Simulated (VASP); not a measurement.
# FeGe2 (I4/mcm) in VASP: single point with PBEsol

Aim: the single point of FeGe2 with PBEsol.

Everything below comes from runs of VASP 6.6.1. Logs are shortened: lines on timing, memory, paths and dates and some standing lists are left out, and cuts for length are marked.

### Step 1. The cell of the first run

It takes space group I4/mcm (No. 140, tetragonal). Conventional cell: a = 5.809 Å, b = 5.809 Å, c = 4.879 Å, α = 90.00°, β = 90.00°, γ = 90.00°. Ge (site symmetry m2m) has 4 Fe at 2.51 Å and 11 Ge at 2.57 to 3.10 Å within 3.3 Å. Within 3.2 Å of Fe (site symmetry 422) lie 2 Fe at 2.44 Å and 8 Ge at 2.51 Å.

### Step 2. Single point, PBEsol, collinear spin, ferromagnetic start

Contents of INCAR:

```
ALGO = Normal ; EDIFF = 1E-7
ENCUT = 520 ; GGA = PS
ISIF = 2 ; ISMEAR = -1
ISPIN = 2 ; LASPH = True
LCHARG = False ; LMAXMIX = 4
LORBIT = 11 ; LREAL = False
LWAVE = False ; MAGMOM = 0 0 0 0 3 3
NBANDS = 49 ; NELM = 150
PREC = Accurate ; SIGMA = 0.05
```

Contents of KPOINTS:

```
k-points
0
Gamma
  7 7 7
```

Contents of POSCAR:

```
FeGe2
1.0
   -2.9043889030      2.9043889030      2.4395602782
    2.9043889030     -2.9043889030      2.4395602782
    2.9043889030      2.9043889030     -2.4395602782
Ge Fe
4 2
Direct
    0.8434950796      0.3434950796      0.1869901592
    0.6565049204      0.8434950796      0.5000000000
    0.3434950796      0.1565049204      0.5000000000
    0.1565049204      0.6565049204      0.8130098408
    0.2500000000      0.2500000000      0.0000000000
    0.7500000000      0.7500000000      0.0000000000
```

Potentials or basis: VASP PAW PBE potentials, release 64 (Ge_d, Fe).

Run with:

```bash
> cat potpaw_PBE.64/Ge_d/POTCAR potpaw_PBE.64/Fe/POTCAR > POTCAR
> mpirun -np 1 vasp_std > vasp.out
```

OUTCAR:

```text
EDIFF = 1E-7
   ENCUT = 520
   GGA = PS
   ISIF = 2
   ISMEAR = -1
   ISPIN = 2
   LASPH = True
   LORBIT = 11
   LREAL = False
   NELM = 150
   PREC = Accurate

 ion  position               nearest neighbor table
   1  0.843  0.343  0.187-   6 2.51   5 2.51   5 2.51   6 2.51   4 2.57   4 2.88   4 2.88
   2  0.657  0.843  0.500-   5 2.51   6 2.51   6 2.51   5 2.51   3 2.57   3 2.88   3 2.88
   3  0.343  0.157  0.500-   6 2.51   5 2.51   5 2.51   6 2.51   2 2.57   2 2.88   2 2.88
   4  0.157  0.657  0.813-   6 2.51   5 2.51   5 2.51   6 2.51   1 2.57   1 2.88   1 2.88
   5  0.250  0.250  0.000-   6 2.44   6 2.44   2 2.51   3 2.51   2 2.51   3 2.51   1 2.51   4 2.51
                             4 2.51   1 2.51
   6  0.750  0.750  0.000-   5 2.44   5 2.44   3 2.51   2 2.51   3 2.51   2 2.51   4 2.51   1 2.51
                             4 2.51   1 2.51

  LATTYP: Found a body centered tetragonal cell.
 ALAT       =     5.8087778060
 C/A-ratio  =     0.8399564795

  Lattice vectors:

 A1 = (  -2.9043889030,   2.9043889030,   2.4395602782)
 A2 = (   2.9043889030,  -2.9043889030,   2.4395602782)
 A3 = (   2.9043889030,   2.9043889030,  -2.4395602782)

Analysis of symmetry for initial positions (statically):
=====================================================================
 Subroutine PRICEL returns:
 Original cell was already a primitive cell.

 Routine SETGRP: Setting up the symmetry group for a
 body centered tetragonal supercell.

 Subroutine GETGRP returns: Found 16 space group operations
 (whereof  8 operations were pure point group operations)
 out of a pool of 16 trial point group operations.

The static configuration has the point symmetry C_4h.
 The point group associated with its full space group is D_4h.

Analysis of symmetry for dynamics (positions and initial velocities):
=====================================================================
 Subroutine PRICEL returns:
 Original cell was already a primitive cell.

 Routine SETGRP: Setting up the symmetry group for a
 body centered tetragonal supercell.

 Subroutine GETGRP returns: Found 16 space group operations
 (whereof  8 operations were pure point group operations)
 out of a pool of 16 trial point group operations.

The dynamic configuration has the point symmetry C_4h.
 The point group associated with its full space group is D_4h.

Analysis of structural, dynamic, and magnetic symmetry:
=====================================================================
 Subroutine PRICEL returns:
 Original cell was already a primitive cell.

 Routine SETGRP: Setting up the symmetry group for a
 body centered tetragonal supercell.

 Subroutine GETGRP returns: Found 16 space group operations
 (whereof  8 operations were pure point group operations)
 out of a pool of 16 trial point group operations.

The overall configuration has the point symmetry C_4h.
 The point group associated with its full space group is D_4h.

 Subroutine INISYM returns: Found 16 space group operations
 (whereof  8 operations are pure point group operations),
 and found     1 'primitive' translations

----------------------------------------------------------------------------------------

                                     Primitive cell

  volume of cell :      82.3154

  direct lattice vectors                    reciprocal lattice vectors
    -2.904388903  2.904388903  2.439560278     0.000000000  0.172153254  0.204954969
     2.904388903 -2.904388903  2.439560278     0.172153254  0.000000000  0.204954969
     2.904388903  2.904388903 -2.439560278     0.172153254  0.172153254  0.000000000

  length of vectors
     4.777279995  4.777279995  4.777279995     0.267662627  0.267662627  0.243461466

  position of ions in fractional coordinates (direct lattice)
     0.843495080  0.343495080  0.186990159
     0.656504920  0.843495080  0.500000000
     0.343495080  0.156504920  0.500000000
     0.156504920  0.656504920  0.813009841
     0.250000000  0.250000000  0.000000000
     0.750000000  0.750000000  0.000000000

  ion indices of the primitive-cell ions
   primitive index   ion index
                 1           1
                 2           2
[... 38 lines left out ...]
  0.285714  0.142857  0.000000     16.000000
[... 16 lines left out ...]
 -0.142857  0.285714  0.142857      8.000000
 -0.428571  0.428571  0.142857      8.000000
 [... further k-points ...]
   k-points           NKPTS =     40   k-points in BZ     NKDIM =     40   number of bands    NBANDS=     49
   number of dos      NEDOS =    301   number of ions     NIONS =      6
   total plane-waves  NPLWV =  46656
   dimension x,y,z NGX =    36 NGY =   36 NGZ =   36
   dimension x,y,z NGXF=    72 NGYF=   72 NGZF=   72
   ions per type =               4   2
   NGX,Y,Z   is equivalent  to a cutoff of  12.53, 12.53, 12.53 a.u.
   NGXF,Y,Z  is equivalent  to a cutoff of  25.06, 25.06, 25.06 a.u.
 SYSTEM =  unknown system
   PREC   = accura    normal or accurate (medium, high low for compatibility)
   ISTART =      0    job   : 0-new  1-cont  2-samecut
   ICHARG =      2    charge: 1-file 2-atom 10-const
   ISPIN  =      2    spin polarized calculation?
   LNONCOLLINEAR =      F non collinear calculations
   LSORBIT =      F    spin-orbit coupling
   LASPH  =      T    aspherical Exc in radial PAW
   ENCUT  =  520.0 eV  38.22 Ry    6.18 a.u.   8.88  8.88  8.88*2*pi/ulx,y,z
   NELM   =    150;   NELMIN=  2; NELMDL= -5     # of ELM steps
   EDIFF  = 0.1E-06   stopping-criterion for ELM
   LREAL  =      F    real-space projection
   EDIFFG = 0.1E-05   stopping-criterion for IOM
   NSW    =      0    number of steps for IOM
   IBRION =     -1    ionic relax: 0-MD 1-quasi-New 2-CG
   NFREE  =      0    steps in history (QN), initial steepest desc. (CG)
   ISIF   =      2    stress and relaxation
   ISYM   =      2    0-nonsym 1-usesym 2-fastsym
   POTIM  = 0.5000    time-step for ionic-motion
   TEBEG  =    0.0;   TEEND  =   0.0 temperature during run
   PSTRESS=    0.0 pullay stress
   NELECT =      72.0000    total number of electrons
   NUPDOWN=      -1.0000    fix difference up-down
   EMIN   =  10.00;   EMAX   =-10.00  energy-range for DOS
   EFERMI =   0.00;   METHOD = LEGACY
   ISMEAR =    -1;   SIGMA  =   0.05  broadening in eV -4-tet -1-fermi 0-gaus
   EFERMI_NEDOS =   21; number of points for ismear=-14 and -15
   IALGO  =     38    algorithm
   IMIX   =      4    mixing-type and parameters
     AMIX     =   0.40;   BMIX     =  1.00
     AMIX_MAG =   1.60;   BMIX_MAG =  1.00
  volume/ion in A,a.u.               =      13.72        92.58
  Fermi-wavevector in a.u.,A,eV,Ry     =   1.565640  2.958631 33.350999  2.451229
  Thomas-Fermi vector in A             =   2.668086
   LORBIT       =     11    0 simple, 1 ext, 2 COOP (PROOUT), +10 PAW based schemes
   GGA     = PS    functional components
   LHFCALC =     F    Hartree Fock is set to
   AEXX    =    0.0000 exact exchange contribution
   IVDW    =     0    specifies the selected vdW correction
   LEPSILON=     F    determine dielectric tensor
   LRPA    =     F    only Hartree local field effects (RPA)
 spin polarized calculation
  energy-cutoff  :      520.00
  volume of cell :       82.32
 maximum number of plane-waves:      2235
   NGX = 17   NGY = 17   NGZ = 17

 number of electron      71.9999994 magnetization       2.1253605

 Free energy of the ion-electron system (eV)
  ---------------------------------------------------
  ext. energy  EPLUGINS =         0.00000000
  ---------------------------------------------------
  free energy    TOTEN  =       -38.56387422 eV

  energy without entropy =      -38.53920827  energy(sigma->0) =      -38.55154125

 E-fermi :   8.3253     XC(G=0): -12.8173

 val. band max:        8.3197022187   @ k =  -0.2857  -0.4286   0.2857
 cond. band min:       8.3399871947   @ k =  -0.2857  -0.4286   0.2857
 fundamental gap:      0.0202849760
 Fermi energy:         8.3253320827

 spin component 1

 k-point     1 :       0.0000    0.0000    0.0000
  band No.  band energies     occupation
      1     -16.3426      1.00000
      2     -16.3243      1.00000
      3     -16.3191      1.00000
      4     -16.3086      1.00000
      5     -16.2925      1.00000
      6     -16.2925      1.00000
[... 1213 lines left out ...]
     47      15.1066      0.00000
     48      15.6452      0.00000

 [... further k-points ...]

 spin component 2

 k-point     1 :       0.0000    0.0000    0.0000
  band No.  band energies     occupation
      1     -16.3490      1.00000
      2     -16.3313      1.00000
      3     -16.3250      1.00000
      4     -16.3154      1.00000
      5     -16.3018      1.00000
      6     -16.3018      1.00000
[... 1213 lines left out ...]
     47      15.2893      0.00000
     48      15.8102      0.00000

 [... further k-points ...]

 [bands above 48 left out]

------------------------ aborting loop because EDIFF is reached ----------------------------------------

  FORCE on cell =-STRESS in cart. coord.  units (eV):
  Direction    XX          YY          ZZ          XY          YZ          ZX
  --------------------------------------------------------------------------------------
  -------------------------------------------------------------------------------------
  Total        0.0565954      0.0565954      0.0778345      0.0000000      0.0000000      0.0000000
  in kB        1.1015671      1.1015671      1.5149613      0.0000000      0.0000000      0.0000000
  external PRESSURE =       1.2393651 kB  Pullay stress =       0.0000000 kB

 VOLUME and BASIS-vectors are now :
 -----------------------------------------------------------------------------
  energy-cutoff  :      520.00
  volume of cell :       82.32
      direct lattice vectors                 reciprocal lattice vectors
    -2.904388903  2.904388903  2.439560278     0.000000000  0.172153254  0.204954969
     2.904388903 -2.904388903  2.439560278     0.172153254  0.000000000  0.204954969
     2.904388903  2.904388903 -2.439560278     0.172153254  0.172153254  0.000000000

 POSITION                                       TOTAL-FORCE (eV/Angst)
 -----------------------------------------------------------------------------------
     -0.90910      1.99529      2.43956        -0.001717     -0.001717      0.000000
      1.99529      0.90910      2.43956        -0.001717      0.001717     -0.000000
      0.90910      1.99529      0.00000         0.001717     -0.001717     -0.000000
      3.81349      0.90910      0.00000         0.001717      0.001717     -0.000000
      0.00000      0.00000      1.21978        -0.000000     -0.000000     -0.000000
      0.00000      0.00000      3.65934        -0.000000     -0.000000     -0.000000
 -----------------------------------------------------------------------------------
    total drift:                                0.000000      0.000000     -0.000000

  FREE ENERGIE OF THE ION-ELECTRON SYSTEM (eV)
  ---------------------------------------------------
  free  energy   TOTEN  =       -38.5638742195 eV

  energy  without entropy=      -38.5392082709  energy(sigma->0) =      -38.55154125

 total charge

# of ion       s       p       d       tot
------------------------------------------
    1        1.153   1.147  10.081  12.381
    2        1.153   1.147  10.081  12.381
    3        1.153   1.147  10.081  12.381
    4        1.153   1.147  10.081  12.381
    5        0.437   0.560   6.487   7.485
    6        0.437   0.560   6.487   7.485
--------------------------------------------------
tot          5.485   5.709  53.300  64.494

 magnetization (x)

# of ion       s       p       d       tot
------------------------------------------
    1       -0.002  -0.040  -0.000  -0.043
    2       -0.002  -0.040  -0.000  -0.043
    3       -0.002  -0.040  -0.000  -0.043
    4       -0.002  -0.040  -0.000  -0.043
    5        0.005   0.006   1.157   1.168
    6        0.005   0.006   1.157   1.168
--------------------------------------------------
tot          0.001  -0.147   2.312   2.166
```

Wall time 5.7 min (1 thread of Intel Xeon 8259CL, shared host); peak memory 0.38 GiB.

Results:

* Free energy: -38.5639 eV
* Pressure: 0.1 GPa
* Net moment: 2.13 μB per cell
* Site moments: Ge -0.04; Fe +1.17 μB
* Valence electrons inside the program's atomic spheres: Ge 12.38; Fe 7.49

Forces on the atoms (eV/Å):
```
Ge  -0.002 -0.002  0.000
Ge  -0.002  0.002  0.000
Ge   0.002 -0.002  0.000
Ge   0.002  0.002  0.000
Fe   0.000  0.000  0.000
Fe   0.000  0.000  0.000
```

Caveat: the PAW data sets were made with another functional, which shifts forces and pressure a little.
